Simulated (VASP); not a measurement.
Runs of VASP 6.6.1 on C. The structure is that of space group Pm-3m (No. 221), or close to it. The cells are those of the table. 

| task | cell | k mesh | cutoff (eV) | gap on the mesh (eV) | pressure (GPa) |
| --- | --- | --- | --- | --- | --- |
| single point | a = 1.707 Å, 1 atom | 20 × 20 × 20 | 520 | none | 38.7 |
| single point | a = 1.755 Å, 1 atom | 16 × 16 × 16 | 520 | none | 0.5 |
| single point | a = 1.731 Å, 1 atom | 20 × 20 × 20 | 520 | none | (a) |
| relaxation of cell and atoms | relaxed from a = 1.926 Å, 1 atom | 16 × 16 × 16 | 600 | none | 0.0 |
| single point | a = 1.823 Å, 1 atom | 20 × 20 × 20 | 520 | none | -28.3 |

Alike in all rows: level PBEsol; potentials or basis VASP PAW PBE potentials, release 64 (C); no spin polarisation; smearing fermi-dirac 0.1 eV.

Task: Fill in the values left out.

Result: (a) 20.1.

Caveats: the PAW data sets were made with another functional, which shifts forces and pressure a little.

A gap of «none» marks levels without a gap at the run's occupations.
